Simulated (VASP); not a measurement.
Input of a VASP 6.6.1 run:

The input INCAR:

```
PREC = Accurate
ENCUT = 520
EDIFF = 1E-6
ISMEAR = 0
SIGMA = 0.1
LREAL = False
LASPH = True
NELM = 60
ALGO = Normal
ISIF = 2
LWAVE = False
LCHARG = False
GGA = PE
NBANDS = 16
```

KPOINTS

```
Automatic mesh
0
Gamma
  18 18 10
```

Contents of POSCAR:

```
HgH3
1.0
    2.8408935493      0.0000000000      0.0000000000
   -1.4204467747      2.4602859832      0.0000000000
    0.0000000000      0.0000000000      6.1125185279
Hg H
1 3
Direct
    0.0000000000      0.0000000000      0.0000000000
    0.8175549769      0.1824450231      0.5000000000
    0.8175549769      0.6351099537      0.5000000000
    0.3648900463      0.1824450231      0.5000000000
```

Potentials or basis: VASP PAW PBE potentials, release 64 (Hg, H).

Command:

```sh
$ cat potpaw_PBE.64/Hg/POTCAR potpaw_PBE.64/H/POTCAR > POTCAR
$ mpirun -np 1 vasp_std > vasp.out
```

(1) Predict the pressure.

(2) What does it give for the band gap on the k mesh?

(3) What does it give for the largest force?

Answers

(1) 0.3 GPa.

(2) zero (an odd number of electrons rules out a gap without spin polarisation).

(3) 0.008 eV/Å.

Caveat: spin-orbit coupling is left out, which moves the levels of the heavy elements.
